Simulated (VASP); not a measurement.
# Zr3TiN4 (Pm-3m) in VASP: a series of runs, part 2 of 2

VASP 6.6.1.

### 3 Single point, PBE (10.21 Å³/atom)

This run uses another cell than the first one, of 10.21 Å³/atom.

File INCAR:

```
SYSTEM = Zr3TiN4
PREC = Accurate ; ENCUT = 520
EDIFF = 1E-7 ; ISMEAR = 0
SIGMA = 0.1 ; LREAL = .False.
LASPH = .True. ; NELM = 60
ALGO = Normal ; ISIF = 2
LWAVE = .False. ; LCHARG = .True.
GGA = PE ; LELF = .True.
LVHAR = .True. ; NBANDS = 44
```

File KPOINTS:

```
Automatic mesh
0
Gamma
  8 8 8
  0 0 0
```

File POSCAR:

```
Zr3TiN4
1.0
    4.3384221580      0.0000000000      0.0000000000
    0.0000000000      4.3384221580      0.0000000000
    0.0000000000      0.0000000000      4.3384221580
Zr Ti N
3 1 4
Direct
    0.0000000000      0.0000000000      0.5000000000
    0.5000000000      0.0000000000      0.0000000000
    0.0000000000      0.5000000000      0.0000000000
    0.5000000000      0.5000000000      0.5000000000
    0.5000000000      0.5000000000      0.0000000000
    0.0000000000      0.5000000000      0.5000000000
    0.5000000000      0.0000000000      0.5000000000
    0.0000000000      0.0000000000      0.0000000000
```

Potentials or basis: VASP PAW PBE potentials, release 64 (Zr_sv, Ti_sv, N).

Launch:

```bash
cat potpaw_PBE.64/Zr_sv/POTCAR potpaw_PBE.64/Ti_sv/POTCAR potpaw_PBE.64/N/POTCAR > POTCAR
mpirun -np 1 vasp_std > vasp.out
```

OUTCAR:

```text
SYSTEM = Zr3TiN4
   PREC = Accurate
   ENCUT = 520
   EDIFF = 1E-7
   ISMEAR = 0
   LREAL = .False.
   LASPH = .True.
   NELM = 60
   ISIF = 2
   GGA = PE

 ion  position               nearest neighbor table
   1  0.000  0.000  0.500-   6 2.17   7 2.17   8 2.17   8 2.17   6 2.17   7 2.17   2 3.07   3 3.07
                             2 3.07   3 3.07   4 3.07   3 3.07   3 3.07   2 3.07   4 3.07   4 3.07
   2  0.500  0.000  0.000-   5 2.17   7 2.17   8 2.17   7 2.17   5 2.17   8 2.17   1 3.07   4 3.07
                             1 3.07   3 3.07   4 3.07   3 3.07   4 3.07   1 3.07   3 3.07   4 3.07
   3  0.000  0.500  0.000-   5 2.17   6 2.17   8 2.17   6 2.17   8 2.17   5 2.17   1 3.07   4 3.07
                             1 3.07   1 3.07   2 3.07   2 3.07   1 3.07   2 3.07   4 3.07   4 3.07
[... 1347 lines left out ...]
  external PRESSURE =     426.6627269 kB  Pullay stress =       0.0000000 kB

 VOLUME and BASIS-vectors are now :
 -----------------------------------------------------------------------------
  energy-cutoff  :      520.00
  volume of cell :       81.66
      direct lattice vectors                 reciprocal lattice vectors
     4.338422158  0.000000000  0.000000000     0.230498546  0.000000000  0.000000000
     0.000000000  4.338422158  0.000000000     0.000000000  0.230498546  0.000000000
     0.000000000  0.000000000  4.338422158     0.000000000  0.000000000  0.230498546

 POSITION                                       TOTAL-FORCE (eV/Angst)
 -----------------------------------------------------------------------------------
      0.00000      0.00000      2.16921         0.000000      0.000000      0.000000
      2.16921      0.00000      0.00000         0.000000      0.000000      0.000000
      0.00000      2.16921      0.00000         0.000000      0.000000      0.000000
      2.16921      2.16921      2.16921         0.000000      0.000000      0.000000
      2.16921      2.16921      0.00000         0.000000      0.000000      0.000000
      0.00000      2.16921      2.16921         0.000000      0.000000      0.000000
      2.16921      0.00000      2.16921         0.000000      0.000000      0.000000
      0.00000      0.00000      0.00000         0.000000      0.000000      0.000000
 -----------------------------------------------------------------------------------
    total drift:                                0.000000      0.000000      0.000000

  FREE ENERGIE OF THE ION-ELECTRON SYSTEM (eV)
  ---------------------------------------------------
  free  energy   TOTEN  =       -79.0081000668 eV

  energy  without entropy=      -78.9894714297  energy(sigma->0) =      -78.99878575
```

Wall time 63 s (1 thread of Intel Xeon 6975P-C (Granite Rapids), shared host); peak memory 0.24 GiB.

Results:

- Free energy: -79.0081 eV
- Pressure: 42.7 GPa
- Band gap on the k mesh: zero (bands 34 and 35 overlap by 4.29 eV)

Caveat: the cell stands under pressure.

### 4 Single point, PBE

File INCAR:

```
SYSTEM = Zr3TiN4
PREC = Accurate ; ENCUT = 520
EDIFF = 1E-6 ; ISMEAR = 0
SIGMA = 0.2 ; LREAL = .False.
LASPH = .True. ; NELM = 80
ALGO = Normal ; ISIF = 2
LWAVE = .False. ; LCHARG = .False.
GGA = PE ; NBANDS = 44
```

File KPOINTS:

```
regular mesh
0
Gamma
  6 6 6
  0 0 0
```

POSCAR: that of step 3 with these lines changed.

```diff
@@ -2,5 +2,5 @@
 1.0
-    4.3384221580      0.0000000000      0.0000000000
-    0.0000000000      4.3384221580      0.0000000000
-    0.0000000000      0.0000000000      4.3384221580
+    4.5272824000      0.0000000000      0.0000000000
+    0.0000000000      4.5272824000      0.0000000000
+    0.0000000000      0.0000000000      4.5272824000
 Zr Ti N
```

Launch:

```bash
cat potpaw_PBE.64/Zr_sv/POTCAR potpaw_PBE.64/Ti_sv/POTCAR potpaw_PBE.64/N/POTCAR > POTCAR
mpirun -np 1 vasp_std > vasp.out
```

It took 59 s on 1 thread of Intel Xeon 6975P-C (Granite Rapids), shared host; peak memory 0.24 GiB.

The run converged. Its results:

```yaml
Free_energy: -80.3785 eV
Pressure: 0.4 GPa
Band_gap_on_the_k_mesh: zero (bands 34 and 35 overlap by 3.80 eV)
```

Levels at points of the mesh, in eV from the Fermi level:
```
           k point  band 30  band 31  band 32  band 33  band 34  band 35  band 36  band 37  band 38  band 39
(0.00, 0.00, 0.00)    -2.80    -2.80    -2.80    -2.37    -2.37    -2.37    -0.36    -0.36    -0.36     1.01
(0.50, 0.00, 0.00)    -3.18    -3.15    -3.15    -2.16    -1.85     0.69     0.69     1.22     1.38     1.38
(0.50, 0.50, 0.00)    -4.60    -4.28    -4.28     0.82     0.82     1.42     1.76     1.91     1.95     1.95
(0.50, 0.50, 0.50)    -5.59    -4.92    -4.92     1.43     1.43     1.43     3.23     3.23     3.36     3.36
```

### 5 Overview

| cell | k mesh | smearing | gap on the mesh (eV) | pressure (GPa) |
| --- | --- | --- | --- | --- |
| a = 4.527 Å, 8 atoms | 4 × 4 × 4 | gaussian 0.1 eV | none | 0.1 |
| a = 4.338 Å, 8 atoms | 8 × 8 × 8 | gaussian 0.1 eV | none | 42.7 |
| a = 4.527 Å, 8 atoms | 6 × 6 × 6 | gaussian 0.2 eV | none | 0.4 |

Alike in all rows: task single point; level PBE; potentials or basis VASP PAW PBE potentials, release 64 (Zr_sv, Ti_sv, N); no spin polarisation; cutoff (eV) 520.

Caveats: the cell stands under pressure (at least some runs).

Absolute energies hang on the potentials; compare differences alone.
